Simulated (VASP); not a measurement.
# Ti (P6_3/mmc) in VASP: a series of runs

Ti is run at these levels: r2SCAN; tasks: single point.

All numbers are computed with VASP 6.6.1; they aren't measurements. Logs are shortened: lines on timing, memory, paths and dates and some standing lists are left out, and cuts for length are marked.

### 1 The cell of the first run

The structure is hexagonal, space group P6_3/mmc (No. 194). The conventional cell has a = 2.950 Å, b = 2.950 Å, c = 4.680 Å, α = 90.00°, β = 90.00°, γ = 120.00°. Ti (site symmetry -6m2) has 12 Ti at 2.89 to 2.95 Å within 3.8 Å.

### 2 Single point, r2SCAN

Contents of POSCAR:

```
Ti
1.0
    2.9500000000      0.0000000000      0.0000000000
   -1.4750000000      2.5547750000      0.0000000000
    0.0000000000      0.0000000000      4.6800000000
Ti
2
Direct
    0.3333333333      0.6666666667      0.2500000000
    0.6666666667      0.3333333333      0.7500000000
```

Contents of INCAR.step1:

```
SYSTEM = Ti
  ALGO = Normal
  EDIFF = 1E-4
  ENCUT = 520
  GGA = PE
  ISMEAR = 1
  LASPH = .True.
  LCHARG = .False.
  LREAL = .False.
  LWAVE = .True.
  NBANDS = 19
  NELM = 80
  PREC = Accurate
  SIGMA = 0.25
```

Contents of INCAR.step2:

```
SYSTEM = Ti
  ALGO = Normal
  EDIFF = 1E-7
  ENCUT = 520
  ISIF = 2
  ISMEAR = 1
  ISTART = 1
  LASPH = .True.
  LCHARG = .True.
  LELF = .True.
  LMIXTAU = .True.
  LREAL = .False.
  LVHAR = .True.
  LWAVE = .False.
  METAGGA = R2SCAN
  NBANDS = 19
  NELM = 80
  PREC = Accurate
  SIGMA = 0.25
```

Contents of KPOINTS:

```
k-points
0
Gamma
  13 13 7
  0 0 0
```

Potentials or basis: VASP PAW PBE potentials, release 64 (Ti_sv).

The run is started by

```sh
> cat potpaw_PBE.64/Ti_sv/POTCAR > POTCAR
> cp INCAR.step1 INCAR
> mpirun -np 1 vasp_std > vasp.out
> cp INCAR.step2 INCAR
> mpirun -np 1 vasp_std > vasp.out
```

OUTCAR:

```text
SYSTEM = Ti
   EDIFF = 1E-7
   ENCUT = 520
   ISIF = 2
   ISMEAR = 1
   ISTART = 1
   LASPH = .True.
   LREAL = .False.
   METAGGA = R2SCAN
   NELM = 80
   PREC = Accurate

 ion  position               nearest neighbor table
   1  0.333  0.667  0.250-   2 2.89   2 2.89   2 2.89   2 2.89   2 2.89   2 2.89
   2  0.667  0.333  0.750-   1 2.89   1 2.89   1 2.89   1 2.89   1 2.89   1 2.89

  LATTYP: Found a hexagonal cell.
 ALAT       =     2.9500000000
 C/A-ratio  =     1.5864406780

  Lattice vectors:

 A1 = (   2.9500000000,   0.0000000000,   0.0000000000)
 A2 = (  -1.4750000000,   2.5547750000,   0.0000000000)
 A3 = (   0.0000000000,   0.0000000000,   4.6800000000)

Analysis of symmetry for initial positions (statically):
=====================================================================
 Subroutine PRICEL returns:
 Original cell was already a primitive cell.

 Routine SETGRP: Setting up the symmetry group for a
 hexagonal supercell.

 Subroutine GETGRP returns: Found 24 space group operations
 (whereof 12 operations were pure point group operations)
 out of a pool of 24 trial point group operations.

The static configuration has the point symmetry D_3d.
 The point group associated with its full space group is D_6h.

Analysis of symmetry for dynamics (positions and initial velocities):
=====================================================================
 Subroutine PRICEL returns:
 Original cell was already a primitive cell.

 Routine SETGRP: Setting up the symmetry group for a
 hexagonal supercell.

 Subroutine GETGRP returns: Found 24 space group operations
 (whereof 12 operations were pure point group operations)
 out of a pool of 24 trial point group operations.

The dynamic configuration has the point symmetry D_3d.
 The point group associated with its full space group is D_6h.

 Subroutine INISYM returns: Found 24 space group operations
 (whereof 12 operations are pure point group operations),
 and found     1 'primitive' translations

----------------------------------------------------------------------------------------

                                     Primitive cell

  volume of cell :      35.2712

  direct lattice vectors                    reciprocal lattice vectors
     2.950000000  0.000000000  0.000000000     0.338983051  0.195711951  0.000000000
    -1.475000000  2.554775000  0.000000000     0.000000000  0.391423902  0.000000000
     0.000000000  0.000000000  4.680000000     0.000000000  0.000000000  0.213675214

[... 82 lines left out ...]
   NELM   =     80;   NELMIN=  2; NELMDL=  0     # of ELM steps
   EDIFF  = 0.1E-06   stopping-criterion for ELM
   LREAL  =      F    real-space projection
   EDIFFG = 0.1E-05   stopping-criterion for IOM
   NSW    =      0    number of steps for IOM
   IBRION =     -1    ionic relax: 0-MD 1-quasi-New 2-CG
   NFREE  =      0    steps in history (QN), initial steepest desc. (CG)
   ISIF   =      2    stress and relaxation
   ISYM   =      2    0-nonsym 1-usesym 2-fastsym
   POTIM  = 0.5000    time-step for ionic-motion
   TEBEG  =    0.0;   TEEND  =   0.0 temperature during run
   PSTRESS=    0.0 pullay stress
   NELECT =      24.0000    total number of electrons
   NUPDOWN=      -1.0000    fix difference up-down
   EMIN   =  10.00;   EMAX   =-10.00  energy-range for DOS
   EFERMI =   0.00;   METHOD = LEGACY
   ISMEAR =     1;   SIGMA  =   0.25  broadening in eV -4-tet -1-fermi 0-gaus
   EFERMI_NEDOS =   21; number of points for ismear=-14 and -15
   IALGO  =     38    algorithm
   IMIX   =      4    mixing-type and parameters
     AMIX     =   0.40;   BMIX     =  1.00
     AMIX_MAG =   1.60;   BMIX_MAG =  1.00
  volume/ion in A,a.u.               =      17.64       119.01
  Fermi-wavevector in a.u.,A,eV,Ry     =   1.439920  2.721054 28.209911  2.073370
  Thomas-Fermi vector in A             =   2.558722
   LORBIT       =      0    0 simple, 1 ext, 2 COOP (PROOUT), +10 PAW based schemes
   METAGGA = R2SCAN    functional components
   LHFCALC =     F    Hartree Fock is set to
   AEXX    =    0.0000 exact exchange contribution
   IVDW    =     0    specifies the selected vdW correction
   LEPSILON=     F    determine dielectric tensor
   LRPA    =     F    only Hartree local field effects (RPA)
 non-spin polarized calculation
 Methfessel and Paxton  Order N= 1 SIGMA  =   0.25
  energy-cutoff  :      520.00
  volume of cell :       35.27
 maximum number of plane-waves:       975
 NGX is ok and might be reduce to    24
   NGX = 11   NGY = 11   NGZ = 17

 number of electron      24.0000002 magnetization

 Free energy of the ion-electron system (eV)
  ---------------------------------------------------
  ext. energy  EPLUGINS =         0.00000000
  ---------------------------------------------------
  free energy    TOTEN  =       -25.89556285 eV

  energy without entropy =      -25.90402990  energy(sigma->0) =      -25.89838520

 E-fermi :   8.2458     XC(G=0): -12.3184

 val. band max:        8.2457910347   @ k =   0.2308   0.2308   0.4286
 cond. band min:       8.2479970606   @ k =   0.3077   0.3077   0.2857
 fundamental gap:      0.0022060259
 Fermi energy:         8.2458370280

 k-point     1 :       0.0000    0.0000    0.0000
  band No.  band energies     occupation
      1     -51.0344      2.00000
      2     -50.9003      2.00000
      3     -26.5767      2.00000
      4     -25.9376      2.00000
      5     -25.9375      2.00000
      6     -25.8779      2.00000
[... 505 lines left out ...]
      6     -25.9645      2.00000
[... 11 lines left out ...]
     18      10.1453     -0.00000
     19      11.6946     -0.00000

 [... further k-points ...]

------------------------ aborting loop because EDIFF is reached ----------------------------------------

  FORCE on cell =-STRESS in cart. coord.  units (eV):
  Direction    XX          YY          ZZ          XY          YZ          ZX
  --------------------------------------------------------------------------------------
  -------------------------------------------------------------------------------------
  Total       -0.3671947     -0.3671947     -0.4829239      0.0000000     -0.0000000      0.0000000
  in kB      -16.6796317    -16.6796325    -21.9365724      0.0000000     -0.0000000      0.0000000
  external PRESSURE =     -18.4319455 kB  Pullay stress =       0.0000000 kB

 VOLUME and BASIS-vectors are now :
 -----------------------------------------------------------------------------
  energy-cutoff  :      520.00
  volume of cell :       35.27
      direct lattice vectors                 reciprocal lattice vectors
     2.950000000  0.000000000  0.000000000     0.338983051  0.195711951  0.000000000
    -1.475000000  2.554775000  0.000000000     0.000000000  0.391423902  0.000000000
     0.000000000  0.000000000  4.680000000     0.000000000  0.000000000  0.213675214

 POSITION                                       TOTAL-FORCE (eV/Angst)
 -----------------------------------------------------------------------------------
     -0.00000      1.70318      1.17000         0.000000     -0.000000      0.000000
      1.47500      0.85159      3.51000        -0.000000      0.000000      0.000000
 -----------------------------------------------------------------------------------
    total drift:                               -0.000000      0.000000     -0.000000

  FREE ENERGIE OF THE ION-ELECTRON SYSTEM (eV)
  ---------------------------------------------------
  free  energy   TOTEN  =       -25.8955628451 eV

  energy  without entropy=      -25.9040299024  energy(sigma->0) =      -25.89838520
```

OUTCAR.step1:

```text
SYSTEM = Ti
   EDIFF = 1E-4
   ENCUT = 520
   GGA = PE
   ISMEAR = 1
   LASPH = .True.
   LREAL = .False.
[... 752 lines left out ...]
     -0.00000      1.70318      1.17000        -0.000000      0.000000      0.000000
      1.47500      0.85159      3.51000         0.000000     -0.000000      0.000000
 -----------------------------------------------------------------------------------
    total drift:                               -0.000000      0.000000     -0.000000

  FREE ENERGIE OF THE ION-ELECTRON SYSTEM (eV)
  ---------------------------------------------------
  free  energy   TOTEN  =       -15.6653757558 eV

  energy  without entropy=      -15.6734601248  energy(sigma->0) =      -15.66807055
```

Run time: 82 s. Hardware: 1 thread of Intel Xeon 6975P-C (Granite Rapids), shared host; peak memory 0.18 GiB.

What came out:

```
Free energy            : -25.8956 eV
Pressure               : -1.8 GPa
Band gap on the k mesh : zero (band 12 reaches 9.09 eV, above the bottom of band 13 at 7.86 eV)
```

Levels at points of the mesh, in eV from the Fermi level:
| k point | band 10 | band 11 | band 12 | band 13 | band 14 | band 15 |
| --- | --- | --- | --- | --- | --- | --- |
| (0.00, 0.00, 0.00) | -2.84 | 0.49 | 0.85 | 0.85 | 0.93 | 1.36 |

Caveat: the PAW data sets were made with another functional, which shifts forces and pressure a little.

### 3 Single point, r2SCAN

POSCAR is that of step 2.

Contents of INCAR.step1:

```
SYSTEM = Ti
PREC = Accurate
ENCUT = 520
ISMEAR = 1
SIGMA = 0.15
LREAL = .False.
LASPH = .True.
NELM = 60
NBANDS = 19
GGA = PE
ALGO = Normal
EDIFF = 1E-4
LWAVE = .True.
LCHARG = .False.
```

Contents of INCAR.step2:

```
SYSTEM = Ti
PREC = Accurate
ENCUT = 520
EDIFF = 1E-6
ISMEAR = 1
SIGMA = 0.15
LREAL = .False.
LASPH = .True.
NELM = 60
ALGO = Normal
ISIF = 2
LWAVE = .False.
LCHARG = .False.
METAGGA = R2SCAN
LMIXTAU = .True.
NBANDS = 19
ISTART = 1
```

Contents of KPOINTS:

```
Automatic mesh
0
Gamma
  13 13 7
  0 0 0
```

Potentials or basis: VASP PAW PBE potentials, release 64 (Ti_sv).

The run is started by

```sh
> cat potpaw_PBE.64/Ti_sv/POTCAR > POTCAR
> cp INCAR.step1 INCAR
> mpirun -np 1 vasp_std > vasp.out
> cp INCAR.step2 INCAR
> mpirun -np 1 vasp_std > vasp.out
```

OUTCAR:

```text
SYSTEM = Ti
   PREC = Accurate
   ENCUT = 520
   EDIFF = 1E-6
   ISMEAR = 1
   LREAL = .False.
   LASPH = .True.
   NELM = 60
   ISIF = 2
   METAGGA = R2SCAN
   ISTART = 1

 ion  position               nearest neighbor table
   1  0.333  0.667  0.250-   2 2.89   2 2.89   2 2.89   2 2.89   2 2.89   2 2.89
   2  0.667  0.333  0.750-   1 2.89   1 2.89   1 2.89   1 2.89   1 2.89   1 2.89

  LATTYP: Found a hexagonal cell.
 ALAT       =     2.9500000000
 C/A-ratio  =     1.5864406780

  Lattice vectors:

 A1 = (   2.9500000000,   0.0000000000,   0.0000000000)
 A2 = (  -1.4750000000,   2.5547750000,   0.0000000000)
 A3 = (   0.0000000000,   0.0000000000,   4.6800000000)

Analysis of symmetry for initial positions (statically):
=====================================================================
 Subroutine PRICEL returns:
 Original cell was already a primitive cell.

 Routine SETGRP: Setting up the symmetry group for a
 hexagonal supercell.

 Subroutine GETGRP returns: Found 24 space group operations
 (whereof 12 operations were pure point group operations)
 out of a pool of 24 trial point group operations.

The static configuration has the point symmetry D_3d.
 The point group associated with its full space group is D_6h.

Analysis of symmetry for dynamics (positions and initial velocities):
=====================================================================
 Subroutine PRICEL returns:
 Original cell was already a primitive cell.

 Routine SETGRP: Setting up the symmetry group for a
 hexagonal supercell.

 Subroutine GETGRP returns: Found 24 space group operations
 (whereof 12 operations were pure point group operations)
 out of a pool of 24 trial point group operations.

The dynamic configuration has the point symmetry D_3d.
 The point group associated with its full space group is D_6h.

 Subroutine INISYM returns: Found 24 space group operations
 (whereof 12 operations are pure point group operations),
 and found     1 'primitive' translations

[... 110 lines left out ...]
   EFERMI_NEDOS =   21; number of points for ismear=-14 and -15
   IALGO  =     38    algorithm
   IMIX   =      4    mixing-type and parameters
     AMIX     =   0.40;   BMIX     =  1.00
     AMIX_MAG =   1.60;   BMIX_MAG =  1.00
  volume/ion in A,a.u.               =      17.64       119.01
  Fermi-wavevector in a.u.,A,eV,Ry     =   1.439920  2.721054 28.209911  2.073370
  Thomas-Fermi vector in A             =   2.558722
   LORBIT       =      0    0 simple, 1 ext, 2 COOP (PROOUT), +10 PAW based schemes
   METAGGA = R2SCAN    functional components
   LHFCALC =     F    Hartree Fock is set to
   AEXX    =    0.0000 exact exchange contribution
   IVDW    =     0    specifies the selected vdW correction
   LEPSILON=     F    determine dielectric tensor
   LRPA    =     F    only Hartree local field effects (RPA)
 non-spin polarized calculation
 Methfessel and Paxton  Order N= 1 SIGMA  =   0.15
  energy-cutoff  :      520.00
  volume of cell :       35.27
 maximum number of plane-waves:       975
 NGX is ok and might be reduce to    24
   NGX = 11   NGY = 11   NGZ = 17

 number of electron      24.0000002 magnetization

 Free energy of the ion-electron system (eV)
  ---------------------------------------------------
  ext. energy  EPLUGINS =         0.00000000
  ---------------------------------------------------
  free energy    TOTEN  =       -25.89785497 eV

  energy without entropy =      -25.89937254  energy(sigma->0) =      -25.89836083

 E-fermi :   8.2472     XC(G=0): -12.3183

 val. band max:        8.2458611096   @ k =   0.2308   0.2308   0.4286
 cond. band min:       8.2479137258   @ k =   0.3077   0.3077   0.2857
 fundamental gap:      0.0020526162
 Fermi energy:         8.2471859513

 k-point     1 :       0.0000    0.0000    0.0000
  band No.  band energies     occupation
      1     -51.0343      2.00000
      2     -50.9001      2.00000
      3     -26.5776      2.00000
      4     -25.9370      2.00000
      5     -25.9369      2.00000
      6     -25.8789      2.00000
[... 505 lines left out ...]
      6     -25.9639      2.00000
[... 11 lines left out ...]
     18      10.1451     -0.00000
     19      11.6942      0.00000

 [... further k-points ...]

------------------------ aborting loop because EDIFF is reached ----------------------------------------

  FORCE on cell =-STRESS in cart. coord.  units (eV):
  Direction    XX          YY          ZZ          XY          YZ          ZX
  --------------------------------------------------------------------------------------
  -------------------------------------------------------------------------------------
  Total       -0.3555496     -0.3555496     -0.4778190     -0.0000000     -0.0000000      0.0000000
  in kB      -16.1506569    -16.1506576    -21.7046848     -0.0000000     -0.0000000      0.0000000
  external PRESSURE =     -18.0019998 kB  Pullay stress =       0.0000000 kB

 VOLUME and BASIS-vectors are now :
 -----------------------------------------------------------------------------
  energy-cutoff  :      520.00
  volume of cell :       35.27
      direct lattice vectors                 reciprocal lattice vectors
     2.950000000  0.000000000  0.000000000     0.338983051  0.195711951  0.000000000
    -1.475000000  2.554775000  0.000000000     0.000000000  0.391423902  0.000000000
     0.000000000  0.000000000  4.680000000     0.000000000  0.000000000  0.213675214

 POSITION                                       TOTAL-FORCE (eV/Angst)
 -----------------------------------------------------------------------------------
     -0.00000      1.70318      1.17000        -0.000000      0.000000      0.000000
      1.47500      0.85159      3.51000         0.000000     -0.000000      0.000000
 -----------------------------------------------------------------------------------
    total drift:                               -0.000000      0.000000     -0.000000

  FREE ENERGIE OF THE ION-ELECTRON SYSTEM (eV)
  ---------------------------------------------------
  free  energy   TOTEN  =       -25.8978549724 eV

  energy  without entropy=      -25.8993725393  energy(sigma->0) =      -25.89836083
```

OUTCAR.step1:

```text
SYSTEM = Ti
   PREC = Accurate
   ENCUT = 520
   ISMEAR = 1
   LREAL = .False.
   LASPH = .True.
[... 753 lines left out ...]
     -0.00000      1.70318      1.17000         0.000000      0.000000      0.000000
      1.47500      0.85159      3.51000        -0.000000     -0.000000      0.000000
 -----------------------------------------------------------------------------------
    total drift:                               -0.000000      0.000000     -0.000000

  FREE ENERGIE OF THE ION-ELECTRON SYSTEM (eV)
  ---------------------------------------------------
  free  energy   TOTEN  =       -15.6676072794 eV

  energy  without entropy=      -15.6695462584  energy(sigma->0) =      -15.66825361
```

OSZICAR.step1:

```text
N       E                     dE             d eps       ncg     rms          rms(c)
DAV:   1     0.265358242803E+03    0.26536E+03   -0.13121E+04  3192   0.157E+03
DAV:   2     0.125535081250E+02   -0.25280E+03   -0.24879E+03  3263   0.443E+02
DAV:   3    -0.164966957334E+02   -0.29050E+02   -0.28682E+02  5951   0.123E+02
DAV:   4    -0.177394927482E+02   -0.12428E+01   -0.12415E+01  3726   0.265E+01
DAV:   5    -0.178003418670E+02   -0.60849E-01   -0.60839E-01  4677   0.417E+00    0.117E+01
DAV:   6    -0.156668645647E+02    0.21335E+01   -0.78394E+00  3728   0.279E+01    0.289E+00
DAV:   7    -0.156502144914E+02    0.16650E-01   -0.71080E-01  4821   0.608E+00    0.206E+00
DAV:   8    -0.156749721936E+02   -0.24758E-01   -0.19602E-01  3539   0.509E+00    0.678E-01
DAV:   9    -0.156671928554E+02    0.77793E-02   -0.44778E-02  3652   0.210E+00    0.683E-02
DAV:  10    -0.156675642761E+02   -0.37142E-03   -0.30882E-03  4595   0.328E-01    0.804E-02
DAV:  11    -0.156676072794E+02   -0.43003E-04   -0.10212E-04  2498   0.739E-02
   1 F= -.15667607E+02 E0= -.15668254E+02  d E =0.193898E-02
```

Wall time 63 s (1 thread of Intel Xeon 6975P-C (Granite Rapids), shared host); peak memory 0.19 GiB.

What came out:

```
Free energy            : -25.8979 eV
Pressure               : -1.8 GPa
Band gap on the k mesh : zero (band 12 reaches 9.09 eV, above the bottom of band 13 at 7.86 eV)
```

Caveat: the PAW data sets were made with another functional, which shifts forces and pressure a little.

### 4 Single point, r2SCAN

POSCAR is that of step 3.

Contents of INCAR.step1:

```
PREC = Accurate
ENCUT = 520
ISMEAR = 1
SIGMA = 0.1
LREAL = F
LASPH = T
NELM = 60
NBANDS = 19
GGA = PE
ALGO = Normal
EDIFF = 1E-4
LWAVE = T
LCHARG = F
```

Contents of INCAR.step2:

```
PREC = Accurate
ENCUT = 520
EDIFF = 1E-7
ISMEAR = 1
SIGMA = 0.1
LREAL = F
LASPH = T
NELM = 60
ALGO = Normal
ISIF = 2
LWAVE = F
LCHARG = F
METAGGA = R2SCAN
LMIXTAU = T
NBANDS = 19
ISTART = 1
```

Contents of KPOINTS:

```
Automatic mesh
0
Gamma
  13 13 7
```

The run is started by

```sh
> cat potpaw_PBE.64/Ti_sv/POTCAR > POTCAR
> cp INCAR.step1 INCAR
> mpirun -np 1 vasp_std > vasp.out
> cp INCAR.step2 INCAR
> mpirun -np 1 vasp_std > vasp.out
```

Wall time 79 s (1 thread of Intel Xeon 6975P-C (Granite Rapids), shared host); peak memory 0.18 GiB.

The run converged. Its results:

- Free energy: -25.8980 eV
- Pressure: -1.8 GPa
- Band gap on the k mesh: zero (band 12 reaches 9.10 eV, above the bottom of band 13 at 7.86 eV)

Stress tensor (GPa, compression positive):
```
-1.61  0.00  0.00
 0.00 -1.61  0.00
 0.00  0.00 -2.15
```

Levels at points of the mesh, in eV from the Fermi level:
| k point | band 9 | band 10 | band 11 | band 12 | band 13 | band 14 | band 15 | band 16 |
| --- | --- | --- | --- | --- | --- | --- | --- | --- |
| (0.00, 0.00, 0.00) | -6.59 | -2.84 | 0.49 | 0.85 | 0.85 | 0.93 | 1.36 | 1.36 |

Caveat: the PAW data sets were made with another functional, which shifts forces and pressure a little.

[end of part 1 of 2]
